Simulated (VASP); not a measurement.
Runs of VASP 6.6.1 on ZrAl3B3N. The structure is that of space group P4/mmm (No. 123), or close to it. The cells are those of the table. 

```csv
cell,k mesh,gap on the mesh (eV),pressure (GPa),largest force (eV/Å)
"a = 5.339, b = 5.339, c = 5.751 Å, 8 atoms",3 × 3 × 3,none,0.5,0.03
"a = 3.298, b = 3.298, c = 8.836 Å, angles 90.0, 90.0, 89.9°, 8 atoms",4 × 4 × 1,none,-0.1,0.03
"a = 4.932, b = 4.932, c = 5.656 Å, 8 atoms",3 × 3 × 2,none,0.1,-
"a = 4.413, b = 4.413, c = 7.452 Å, 8 atoms",3 × 3 × 2,none,0.0,0.01
"a = 4.294, b = 4.294, c = 7.439 Å, 8 atoms",3 × 3 × 2,none,(b),0.01
"a = 4.403, b = 4.403, c = 8.676 Å, 8 atoms",3 × 3 × 2,none,(a),0.05
```

Alike in all rows: task single point; level PBE; potentials or basis VASP PAW PBE potentials, release 64 (Zr_sv, Al, B, N); no spin polarisation; cutoff (eV) 520; smearing gaussian 0.15 eV.

Q: Fill in the values left out.

A: (a) 0.3; (b) 0.2.

Caveats: all runs use coarse meshes.

A k mesh can miss the band edges, and the runs leave out spin-orbit coupling on Zr.

A gap of «none» marks levels without a gap at the run's occupations.
